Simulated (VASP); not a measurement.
Sb, 1 atom in the cell. It takes space group Fm-3m (No. 225, cubic). Conventional cell: a = 4.805 Å, b = 4.805 Å, c = 4.805 Å, α = 90.00°, β = 90.00°, γ = 90.00°. Within 4.5 Å of Sb (site symmetry m-3m) lie 12 Sb at 3.40 Å. 

| Property | Result |
| --- | --- |
| Program | VASP 6.6.1 |
| Task | single point |
| Functional | PBE |
| Potentials or basis | VASP PAW PBE potentials, release 64 (Sb) |
| Cutoff | 520 eV |
| k mesh | 10 × 10 × 10 |
| Occupations | fermi-dirac, width 0.05 eV |
| Spin | no spin polarisation |
| Dipole correction | no |
| Further INCAR settings | ALGO = Normal; EDIFF = 1e-07; NBANDS = 8 |

Potentials or basis: VASP PAW PBE potentials, release 64 (Sb).

The run is started by

```sh
$ cat potpaw_PBE.64/Sb/POTCAR > POTCAR
$ mpirun -np 1 vasp_std > vasp.out
```

Hardware: 1 thread of AMD EPYC 7R43 64-Core Processor (Zen 3), on a shared host.

Task: Estimate the wall time of this run.

Result: It took 13 s on 1 thread of AMD EPYC 7R43 64-Core Processor (Zen 3), with other jobs on the host, peak memory 0.11 GiB. Counts: scf iterations 9, k points 47.
